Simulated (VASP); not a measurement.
A run of VASP 6.6.1:

INCAR

```
PREC     = Accurate       # precision mode
ENCUT    = 520            # plane-wave cutoff, eV
EDIFF    = 1E-6           # SCF threshold, eV
ISMEAR   = 0              # smearing method
SIGMA    = 0.05           # smearing width, eV
LREAL    = False          # projectors in reciprocal space
LASPH    = True           # aspherical terms in the spheres
NELM     = 60             # most SCF steps
ALGO     = Normal         # electronic algorithm
ISIF     = 2              # what is computed and relaxed
LWAVE    = False          # write WAVECAR
LCHARG   = True           # write CHGCAR
GGA      = PE             # functional
LELF     = True           # ELF
LVHAR    = True         
NBANDS   = 16             # bands
```

KPOINTS

```
Automatic mesh
0
Gamma
  6 6 6
```

The input POSCAR:

```
SrLiH3
1.0
    4.6307910000      0.0000000000      0.0057884888
    0.0000000000      4.6307910000      0.0000000000
    0.0057884888      0.0000000000      4.6307910000
Li Sr H
1 1 3
Direct
    0.0000000000      0.0000000000      0.0000000000
    0.5000000000      0.5000000000      0.5000000000
    0.0000000000      0.5000000000      0.5000000000
    0.5000000000      0.0000000000      0.5000000000
    0.5000000000      0.5000000000      0.0000000000
```

Potentials or basis: VASP PAW PBE potentials, release 64 (Li_sv, Sr_sv, H).

The run is started by

```console
$ cat potpaw_PBE.64/Li_sv/POTCAR potpaw_PBE.64/Sr_sv/POTCAR potpaw_PBE.64/H/POTCAR > POTCAR
$ mpirun -np 1 vasp_std > vasp.out
```

Hardware: 1 thread of Intel(R) Xeon(R) Platinum 8559C (Emerald Rapids), with other jobs on the host.

Question: How long does it take, and how much memory?

Answer: Wall time 39 s on 1 thread of Intel(R) Xeon(R) Platinum 8559C (Emerald Rapids), with other jobs on the host, peak memory 0.25 GiB. Counts: scf iterations 15, k points 52.
